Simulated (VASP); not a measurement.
A run of VASP 6.6.1:

Contents of INCAR:

```
ALGO = Normal
EDIFF = 1E-6
ENCUT = 520
ISIF = 2
ISMEAR = 0
LASPH = True
LCHARG = False
LREAL = False
LWAVE = False
NBANDS = 29
NELM = 100
PREC = Accurate
SIGMA = 0.1
```

Contents of KPOINTS:

```
k-points
0
Gamma
  12 8 10
```

The input POSCAR:

```
B2Ru
1.0
    2.8330170992      0.0000000000      0.0000000000
    0.0000000000      4.5953544883      0.0000000000
    0.0000000000      0.0000000000      3.9994721850
B Ru
4 2
Direct
    0.0000000000      0.8040239954      0.3628780326
    0.0000000000      0.1959760046      0.3628780326
    0.5000000000      0.3040239954      0.6371219674
    0.5000000000      0.6959760046      0.6371219674
    0.0000000000      0.0000000000      0.8489074104
    0.5000000000      0.5000000000      0.1510925896
```

Potentials or basis: VASP PAW LDA potentials, release 64 (B, Ru_pv).

The run is started by

```sh
$ cat potpaw_LDA.64/B/POTCAR potpaw_LDA.64/Ru_pv/POTCAR > POTCAR
$ mpirun -np 1 vasp_std > vasp.out
```

Hardware: 1 thread of Intel(R) Xeon(R) 6975P-C (Granite Rapids), on a shared host.

Task: How long does it take, and how much memory?

Result: Wall time 100 s on 1 thread of Intel(R) Xeon(R) 6975P-C (Granite Rapids), with other jobs on the host, peak memory 0.34 GiB. Counts: scf iterations 13, k points 210.
